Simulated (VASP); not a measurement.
The system is VWC2.

```
W V C
1.0
     1.54679    0.89304    5.03066
    -1.54679    0.89304    5.03066
     0.00000   -1.78608    5.03066
W V C
1 1 2
Cartesian
  0.0000 0.0000 0.0000
  0.0000 0.0000 7.5460
  0.0000 0.0000 3.7201
  0.0000 0.0000 11.3719
```

Base run:

```yaml
Program: VASP 6.6.1
Functional: PBE
Potentials_or_basis: VASP PAW PBE potentials, release 64 (W_sv, V_sv, C)
Cutoff: 520 eV
k_mesh: 10 × 10 × 10
Occupations: fermi-dirac, width 0.05 eV
Spin: collinear spin, ferromagnetic start
Starting_moments: "[0.0, 2.0, 0.0, 0.0] μB"
```

Its results: pressure -18.3 GPa; net moment 0.00 μB per cell; largest force 0.325 eV/Å.

Task: The run is repeated on the same cell with these changes: functional from PBE to r2SCAN; further incar settings from ALGO = Normal; EDIFF = 1e-07; NBANDS = 30 to ALGO = Normal; EDIFF = 1e-06; NBANDS = 30. What comes out?

Result: Pressure -21.2 GPa; net moment -0.01 μB per cell; largest force 0.397 eV/Å.

Caveats: the cell stands under tension; the moments typed at the start vanished in this run; the PAW data sets were made with another functional, which shifts forces and pressure a little (at least some runs).
